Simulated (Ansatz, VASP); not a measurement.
**InSe: VASP beside Ansatz**

INCAR

```
SYSTEM = InSe
PREC = Accurate
ENCUT = 520
EDIFF = 1E-6
ISMEAR = -1
SIGMA = 0.01
LREAL = .FALSE.
LASPH = .TRUE.
NELM = 60
ALGO = Normal
ISIF = 2
LWAVE = .FALSE.
LCHARG = .FALSE.
GGA = PS
NBANDS = 27
```

KPOINTS

```
Automatic mesh
0
G
  7 7 7
  0 0 0
```

Contents of POSCAR:

```
InSe
1.0
    2.0392252883      1.1773472692      8.4797833719
   -2.0392252883      1.1773472692      8.4797833719
    0.0000000000     -2.3546945383      8.4797833719
In Se
2 2
Direct
    0.0000000000      0.0000000000      0.0000000000
    0.1122000000      0.1122000000      0.1122000000
    0.6155000000      0.6155000000      0.6155000000
    0.8300000000      0.8300000000      0.8300000000
```

Input for Ansatz:

```yaml
crystal:
  lattice:
    - [2.0392252883, 1.1773472692, 8.4797833719]
    - [-2.0392252883, 1.1773472692, 8.4797833719]
    - [0.0, -2.3546945383, 8.4797833719]
  atoms:
    - { symbol: In, position: [0.0, 0.0, 0.0] }
    - { symbol: In, position: [0.1122, 0.1122, 0.1122] }
    - { symbol: Se, position: [0.6155, 0.6155, 0.6155] }
    - { symbol: Se, position: [0.83, 0.83, 0.83] }
kpoints:
  mp_grid: { grid: [7, 7, 7] }
  band_path:
    path:
      - [0.0, 0.0, 0.0]
      - [-0.5, -0.5, -0.5]
      - [-0.5, -0.1795180059, -0.8204819941]
      - [-0.1795180059, 0.1795180059, -0.5]
      - [0.0, 0.0, -0.5]
      - [0.0, 0.0, 0.0]
      - [0.0, 0.3397590029, -0.3397590029]
      - [-0.3397590029, 0.0, -0.6602409971]
      - [-0.5, 0.0, -0.5]
    npoints: 5
scf:
  occupations: { method: fermi_dirac, width: 0.01 }
hamiltonian:
  xc: pbesol
  pseudopotentials: { kind: all_electron, lapw: { basis_error: 0.001 } }
output:
  forces: true
  stress: true
  eigenvalues: true
```

Change from the starting cell: volume scaled by 1.06.

Alike in both runs: task single point; functional PBEsol; k mesh 7 × 7 × 7; occupations fermi-dirac, width 0.01 eV; no spin polarisation.

|  | VASP | Ansatz |
| --- | --- | --- |
| version | VASP 6.6.1 | Ansatz 0.2.0 |
| potentials or method | VASP PAW PBE potentials, release 64 (In_d, Se), cutoff 520 eV | all-electron LAPW, scalar-relativistic |

```csv
,VASP,Ansatz,Ansatz less VASP
gap on the k mesh at the Fermi level (eV),0.54,0.55,+0.009
pressure (GPa),-2.4,-2.4,-0.03
"traceless stress, the component that is largest in VASP (GPa)",-0.26,-0.25,+0.007
rms of the force components (eV/Å),0.152,0.159,+0.0075
```

VASP's potentials were made for PBE, not for PBEsol. Atom by atom the forces differ by 0.009 eV/Å (rms over components). Ansatz ran all-electron here, and VASP with PAW potentials.
